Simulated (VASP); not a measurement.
# RbBr (P6_3/mmc) in VASP: notebook, part 2 of 3

VASP 6.6.1.

## Step 3: Single point, LDA

This run uses another cell than the first one, of 37.06 Å³/atom, 0.894 times its volume.

Input file INCAR:

```
SYSTEM = RbBr
PREC = Accurate
ENCUT = 520
EDIFF = 1E-6
ISMEAR = -1
SIGMA = 0.02
LREAL = .FALSE.
LASPH = .TRUE.
NELM = 100
ALGO = Normal
ISIF = 2
LWAVE = .FALSE.
LCHARG = .TRUE.
LELF = .TRUE.
LVHAR = .TRUE.
NBANDS = 24
```

Input file KPOINTS:

```
regular mesh
0
G
  6 6 4
  0 0 0
```

Input file POSCAR:

```
RbBr
1.0
    4.5873404789      0.0000000000      0.0000000000
   -2.2936702395      3.9727533906      0.0000000000
    0.0000000000      0.0000000000      8.1348007161
Rb Br
2 2
Direct
    0.0000000000      0.0000000000      0.0000000000
    0.0000000000      0.0000000000      0.5000000000
    0.3333333333      0.6666666667      0.2500000000
    0.6666666667      0.3333333333      0.7500000000
```

Potentials or basis: VASP PAW LDA potentials, release 64 (Rb_sv, Br).

On the command line:

```console
$ cat potpaw_LDA.64/Rb_sv/POTCAR potpaw_LDA.64/Br/POTCAR > POTCAR
$ mpirun -np 1 vasp_std > vasp.out
```

OUTCAR:

```text
SYSTEM = RbBr
   PREC = Accurate
   ENCUT = 520
   EDIFF = 1E-6
   ISMEAR = -1
   LREAL = .FALSE.
   LASPH = .TRUE.
   NELM = 100
   ISIF = 2

 ion  position               nearest neighbor table
   1  0.000  0.000  0.000-   3 3.34   4 3.34   4 3.34   3 3.34   4 3.34   3 3.34   2 4.07   2 4.07

   2  0.000  0.000  0.500-   3 3.34   4 3.34   4 3.34   3 3.34   4 3.34   3 3.34   1 4.07   1 4.07

   3  0.333  0.667  0.250-   1 3.34   2 3.34   1 3.34   2 3.34   1 3.34   2 3.34
   4  0.667  0.333  0.750-   1 3.34   2 3.34   1 3.34   2 3.34   1 3.34   2 3.34

  LATTYP: Found a hexagonal cell.
 ALAT       =     4.5873404789
 C/A-ratio  =     1.7733152256

  Lattice vectors:

 A1 = (   4.5873404789,   0.0000000000,   0.0000000000)
 A2 = (  -2.2936702395,   3.9727533906,   0.0000000000)
 A3 = (   0.0000000000,   0.0000000000,   8.1348007161)

Analysis of symmetry for initial positions (statically):
=====================================================================
 Subroutine PRICEL returns:
 Original cell was already a primitive cell.

 Routine SETGRP: Setting up the symmetry group for a
 hexagonal supercell.

 Subroutine GETGRP returns: Found 24 space group operations
 (whereof 12 operations were pure point group operations)
 out of a pool of 24 trial point group operations.

The static configuration has the point symmetry D_3d.
 The point group associated with its full space group is D_6h.

Analysis of symmetry for dynamics (positions and initial velocities):
=====================================================================
 Subroutine PRICEL returns:
 Original cell was already a primitive cell.

 Routine SETGRP: Setting up the symmetry group for a
 hexagonal supercell.

 Subroutine GETGRP returns: Found 24 space group operations
 (whereof 12 operations were pure point group operations)
 out of a pool of 24 trial point group operations.

The dynamic configuration has the point symmetry D_3d.
 The point group associated with its full space group is D_6h.

 Subroutine INISYM returns: Found 24 space group operations
 (whereof 12 operations are pure point group operations),
 and found     1 'primitive' translations

[... 115 lines left out ...]
  volume/ion in A,a.u.               =      37.06       250.11
  Fermi-wavevector in a.u.,A,eV,Ry     =   0.982031  1.855769 13.121240  0.964384
  Thomas-Fermi vector in A             =   2.113082
   LORBIT       =      0    0 simple, 1 ext, 2 COOP (PROOUT), +10 PAW based schemes
   GGA     = CA    functional components
   LHFCALC =     F    Hartree Fock is set to
   AEXX    =    0.0000 exact exchange contribution
   IVDW    =     0    specifies the selected vdW correction
   LEPSILON=     F    determine dielectric tensor
   LRPA    =     F    only Hartree local field effects (RPA)
 non-spin polarized calculation
  energy-cutoff  :      520.00
  volume of cell :      148.25
 maximum number of plane-waves:      4038
 NGX is ok and might be reduce to    36
   NGX = 17   NGY = 17   NGZ = 31

 number of electron      31.9999998 magnetization

 Free energy of the ion-electron system (eV)
  ---------------------------------------------------
  ext. energy  EPLUGINS =         0.00000000
  ---------------------------------------------------
  free energy    TOTEN  =       -13.34099056 eV

  energy without entropy =      -13.34099056  energy(sigma->0) =      -13.34099056

 E-fermi :  -1.0456     XC(G=0):  -8.0651

 val. band max:       -1.5377946745   @ k =   0.0000   0.0000   0.0000
 cond. band min:       2.5598924002   @ k =   0.0000   0.0000   0.0000
 fundamental gap:      4.0976870747
 Fermi energy:        -1.0456460551

 k-point     1 :       0.0000    0.0000    0.0000
  band No.  band energies     occupation
      1     -25.8252      2.00000
      2     -25.7969      2.00000
      3     -14.0004      2.00000
      4     -13.8956      2.00000
      5      -9.9781      2.00000
      6      -9.9763      2.00000
[... 556 lines left out ...]
     23       7.2294      0.00000
     24       7.2294      0.00000

------------------------ aborting loop because EDIFF is reached ----------------------------------------

  FORCE on cell =-STRESS in cart. coord.  units (eV):
  Direction    XX          YY          ZZ          XY          YZ          ZX
  --------------------------------------------------------------------------------------
  -------------------------------------------------------------------------------------
  Total        0.0509134      0.0509134      0.0315956     -0.0000000     -0.0000000      0.0000000
  in kB        0.5502281      0.5502281      0.3414583     -0.0000000     -0.0000000      0.0000000
  external PRESSURE =       0.4806382 kB  Pullay stress =       0.0000000 kB

 VOLUME and BASIS-vectors are now :
 -----------------------------------------------------------------------------
  energy-cutoff  :      520.00
  volume of cell :      148.25
      direct lattice vectors                 reciprocal lattice vectors
     4.587340479  0.000000000  0.000000000     0.217991231  0.125857296  0.000000000
    -2.293670239  3.972753391  0.000000000     0.000000000  0.251714592  0.000000000
     0.000000000  0.000000000  8.134800716     0.000000000  0.000000000  0.122928641

 POSITION                                       TOTAL-FORCE (eV/Angst)
 -----------------------------------------------------------------------------------
      0.00000      0.00000      0.00000         0.000000      0.000000      0.000000
      0.00000      0.00000      4.06740         0.000000      0.000000      0.000000
     -0.00000      2.64850      2.03370        -0.000000      0.000000      0.000000
      2.29367      1.32425      6.10110         0.000000     -0.000000     -0.000000
 -----------------------------------------------------------------------------------
    total drift:                               -0.000000      0.000000     -0.000000

  FREE ENERGIE OF THE ION-ELECTRON SYSTEM (eV)
  ---------------------------------------------------
  free  energy   TOTEN  =       -13.3409905561 eV

  energy  without entropy=      -13.3409905561  energy(sigma->0) =      -13.34099056
```

OSZICAR:

```text
N       E                     dE             d eps       ncg     rms          rms(c)
DAV:   1     0.188700223530E+03    0.18870E+03   -0.13405E+04  1008   0.114E+03
DAV:   2     0.143678418858E+01   -0.18726E+03   -0.17817E+03  1384   0.210E+02
DAV:   3    -0.134669258518E+02   -0.14904E+02   -0.14848E+02  1600   0.598E+01
DAV:   4    -0.137861372687E+02   -0.31921E+00   -0.31882E+00  1480   0.834E+00
DAV:   5    -0.137938961868E+02   -0.77589E-02   -0.77587E-02  1400   0.111E+00    0.487E+00
DAV:   6    -0.133956667592E+02    0.39823E+00   -0.60649E-01  1184   0.285E+00    0.347E+00
DAV:   7    -0.133398466735E+02    0.55820E-01   -0.31208E-01  1216   0.210E+00    0.132E+00
DAV:   8    -0.133408403350E+02   -0.99366E-03   -0.50047E-02  1408   0.842E-01    0.130E-01
DAV:   9    -0.133408403564E+02   -0.21465E-07   -0.34506E-03  1248   0.224E-01    0.717E-02
DAV:  10    -0.133409716162E+02   -0.13126E-03   -0.39149E-04  1384   0.898E-02    0.191E-02
DAV:  11    -0.133409906219E+02   -0.19006E-04   -0.24215E-05  1312   0.244E-02    0.961E-03
DAV:  12    -0.133409908321E+02   -0.21024E-06   -0.13808E-05  1288   0.162E-02    0.259E-03
DAV:  13    -0.133409905561E+02    0.27602E-06   -0.10401E-06   824   0.562E-03
   1 F= -.13340991E+02 E0= -.13340991E+02  d E =-.383543E-12
```

stdout:

```text
POSCAR found type information on POSCAR RbBr
 POSCAR found :  2 types and       4 ions
 scaLAPACK will be used
 LDA part: xc-table for (Slater(with rela. corr.)+CA(PZ))
 , standard interpolation
 POSCAR, INCAR and KPOINTS ok, starting setup
 FFT: planning ... GRIDC
 FFT: planning ... GRID_SOFT
 FFT: planning ... GRID
 WAVECAR not read
 entering main loop
```

It took 30 s on 1 thread of Intel Xeon 6975P-C (Granite Rapids), shared host; peak memory 0.24 GiB.

What came out:

| Quantity | Value |
| --- | --- |
| Free energy | -13.3410 eV |
| Pressure | 0.0 GPa |
| Band gap on the k mesh | 4.10 eV, direct |

A k mesh can miss the band edges.

[end of part 2 of 3]
